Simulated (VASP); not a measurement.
A run of VASP 6.6.1:

INCAR

```
PREC     = Accurate       # precision mode
ENCUT    = 500            # plane-wave cutoff, eV
EDIFF    = 1E-6           # SCF threshold, eV
ISMEAR   = 0              # smearing method
SIGMA    = 0.15           # smearing width, eV
LREAL    = F              # projectors in reciprocal space
LASPH    = T              # aspherical terms in the spheres
NELM     = 120            # most SCF steps
ALGO     = Normal         # electronic algorithm
ISIF     = 2              # what is computed and relaxed
LWAVE    = F              # write WAVECAR
LCHARG   = F              # write CHGCAR
GGA      = PS             # functional
NBANDS   = 16             # bands
GGA_COMPAT= F
```

Contents of KPOINTS:

```
regular mesh
0
Gamma
  16 16 8
```

Contents of POSCAR:

```
InSb
1.0
    3.0438594962      0.0000000000      0.0000000000
    0.0000000000      3.0438594962      0.0000000000
    0.0000000000      0.0000000000      5.5803076143
In Sb
1 1
Direct
    0.0000000000      0.0000000000      0.0000000000
    0.0000000000      0.0000000000      0.5000000000
```

Potentials or basis: VASP PAW PBE potentials, release 64 (In_d, Sb).

Command:

```sh
$ cat potpaw_PBE.64/In_d/POTCAR potpaw_PBE.64/Sb/POTCAR > POTCAR
$ mpirun -np 1 vasp_std > vasp.out
```

Hardware: 1 thread of Intel Xeon 8259CL, with other jobs on the host.

Question: Estimate the wall time of this run.

Answer: Run time: 2.6 min on 1 thread of Intel Xeon 8259CL, with other jobs on the host, peak memory 0.31 GiB. Counts: scf iterations 10, k points 225.
